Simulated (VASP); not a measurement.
Wanted: the native input for a VASP 6.6.1 run.

| Quantity | Value |
| --- | --- |
| Task | single point |
| Functional | PBE |
| Potentials or basis | VASP PAW PBE potentials, release 64 (Bi_d, Te) |
| Cutoff | 520 eV |
| k mesh | 10 × 10 × 10 |
| Occupations | gaussian, width 0.05 eV |
| Spin | no spin polarisation |
| Dipole correction | no |
| Further INCAR settings | ALGO = Normal; EDIFF = 1e-07; NBANDS = 18 |

The structure of BiTe lies in POSCAR:

```
BiTe
1.0
    3.8561096812      0.0000000000      0.0000000000
    0.0000000000      3.8561096812      0.0000000000
    0.0000000000      0.0000000000      3.8561096812
Bi Te
1 1
Direct
    0.0000000000      0.0000000000      0.0000000000
    0.5000000000      0.5000000000      0.5000000000
```

One way to write it, as run:

INCAR

```
SYSTEM = BiTe
PREC = Accurate
ENCUT = 520
EDIFF = 1E-7
ISMEAR = 0
SIGMA = 0.05
LREAL = .False.
LASPH = .True.
NELM = 80
ALGO = Normal
ISIF = 2
LWAVE = .False.
LCHARG = .False.
GGA = PE
NBANDS = 18
```

KPOINTS

```
regular mesh
0
Gamma
  10 10 10
  0 0 0
```

Potentials or basis: VASP PAW PBE potentials, release 64 (Bi_d, Te).

Command:

```bash
$ cat potpaw_PBE.64/Bi_d/POTCAR potpaw_PBE.64/Te/POTCAR > POTCAR
$ mpirun -np 1 vasp_std > vasp.out
```

It gave:

```json
{
  "Pressure": "2.7 GPa"
}
```

Wall time 20 s on 1 thread of Intel(R) Xeon(R) 6975P-C (Granite Rapids) (shared host), peak memory 0.2 GiB.
